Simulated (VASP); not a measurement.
Write the native input for VASP 6.6.1 that does the following.

```yaml
Task: single point
Functional: r2SCAN
Potentials_or_basis: VASP PAW PBE potentials, release 64 (Mg, O)
Cutoff: 520 eV
k_mesh: 6 × 6 × 6
Occupations: gaussian, width 0.05 eV
Spin: no spin polarisation
Dipole_correction: no
Further_INCAR_settings: ALGO = Normal; EDIFF = 1e-06; NBANDS = 16
```

The system is MgO.

```
Mg O
1.0
     3.48410    0.00000    0.00000
    -1.74205    3.01732    0.00000
     0.00000    0.00000    4.14383
Mg O
2 2
Cartesian
  1.7421 1.0058 3.1079
  0.0000 2.0115 1.0360
  1.7421 1.0058 1.0360
  0.0000 2.0115 3.1079
```

This cell differs from its parent crystal: strain -0.0100 x Voigt [0, 0, 1, 0, 0, 0].

The input as run:

POSCAR

```
MgO
1.0
    3.4841042127      0.0000000000      0.0000000000
   -1.7420521064      3.0173227576      0.0000000000
    0.0000000000      0.0000000000      4.1438307197
Mg O
2 2
Direct
    0.6666666667      0.3333333333      0.7500000000
    0.3333333333      0.6666666667      0.2500000000
    0.6666666667      0.3333333333      0.2500000000
    0.3333333333      0.6666666667      0.7500000000
```

INCAR.step1

```
SYSTEM = MgO
PREC = Accurate
ENCUT = 520
ISMEAR = 0
SIGMA = 0.05
LREAL = .False.
LASPH = .True.
NELM = 60
NBANDS = 16
GGA = PE
ALGO = Normal
EDIFF = 1E-4
LWAVE = .True.
LCHARG = .False.
```

INCAR.step2

```
SYSTEM = MgO
PREC = Accurate
ENCUT = 520
EDIFF = 1E-6
ISMEAR = 0
SIGMA = 0.05
LREAL = .False.
LASPH = .True.
NELM = 60
ALGO = Normal
ISIF = 2
LWAVE = .False.
LCHARG = .False.
METAGGA = R2SCAN
LMIXTAU = .True.
NBANDS = 16
ISTART = 1
```

KPOINTS

```
Automatic mesh
0
Gamma
  6 6 6
  0 0 0
```

Potentials or basis: VASP PAW PBE potentials, release 64 (Mg, O).

Launch:

```sh
$ cat potpaw_PBE.64/Mg/POTCAR potpaw_PBE.64/O/POTCAR > POTCAR
$ cp INCAR.step1 INCAR
$ mpirun -np 1 vasp_std > vasp.out
$ cp INCAR.step2 INCAR
$ mpirun -np 1 vasp_std > vasp.out
```

Results of the run:

```json
{
  "Pressure": "0.7 GPa",
  "Band gap on the k mesh": "4.14 eV"
}
```

Caveat: the cell differs from its parent crystal (strain -0.0100 x Voigt [0, 0, 1, 0, 0, 0]); the PAW data sets were made with another functional, which shifts forces and pressure a little.

It took 63 s on 1 thread of Intel(R) Xeon(R) Platinum 8375C CPU @ 2.90GHz (Ice Lake), with other jobs on the host, peak memory 0.18 GiB.
